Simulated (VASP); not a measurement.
Ru6N, 7 atoms in the cell. The cell holds a slab with vacuum, 7 atoms: a = 2.720 Å, b = 4.297 Å, c = 20.838 Å, α = 90.00°, β = 90.00°, γ = 90.00°. 

| Item | Value |
| --- | --- |
| Program | VASP 6.6.1 |
| Task | single point |
| Functional | PBE |
| Potentials or basis | VASP PAW PBE potentials, release 64 (Ru_pv, N) |
| Cutoff | 520 eV |
| k mesh | 10 × 6 × 1 |
| Occupations | gaussian, width 0.1 eV |
| Spin | no spin polarisation |
| Dipole correction | yes |
| Further INCAR settings | ALGO = Fast; EDIFF = 1e-06; NBANDS = 54 |

Potentials or basis: VASP PAW PBE potentials, release 64 (Ru_pv, N).

Run with:

```sh
$ cat potpaw_PBE.64/Ru_pv/POTCAR potpaw_PBE.64/N/POTCAR > POTCAR
$ mpirun -np 1 vasp_std > vasp.out
```

Hardware: 1 thread of Oxide Virtual Turin-like Processor, with other jobs on the host.

Problem. Estimate the wall time of this run.

Solution. Wall time 17 min on 1 thread of Oxide Virtual Turin-like Processor, with other jobs on the host, peak memory 0.48 GiB. Counts: scf iterations 33, k points 32.
